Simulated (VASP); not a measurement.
Ag, 1 atom in the cell. It takes space group Fm-3m (No. 225, cubic). Conventional cell: a = 4.027 Å, b = 4.027 Å, c = 4.027 Å, α = 90.00°, β = 90.00°, γ = 90.00°. Within 3.8 Å of Ag (site symmetry m-3m) lie 12 Ag at 2.85 Å. 

* Program: VASP 6.6.1
* Task: single point
* Functional: r2SCAN
* Potentials or basis: VASP PAW PBE potentials, release 64 (Ag)
* Cutoff: 520 eV
* k mesh: 14 × 14 × 14
* Occupations: fermi-dirac, width 0.1 eV
* Spin: no spin polarisation
* Dipole correction: no
* Further INCAR settings: ALGO = Normal; EDIFF = 1e-06; NBANDS = 12

Potentials or basis: VASP PAW PBE potentials, release 64 (Ag).

Command:

```sh
$ cat potpaw_PBE.64/Ag/POTCAR > POTCAR
$ cp INCAR.step1 INCAR
$ mpirun -np 1 vasp_std > vasp.out
$ cp INCAR.step2 INCAR
$ mpirun -np 1 vasp_std > vasp.out
```

Hardware: 1 thread of Intel Xeon 6975P-C, with other jobs on the host.

Problem. How long does it take, and how much memory?

Solution. Run time: 41 s on 1 thread of Intel Xeon 6975P-C, with other jobs on the host, peak memory 0.16 GiB. Counts: k points 104.
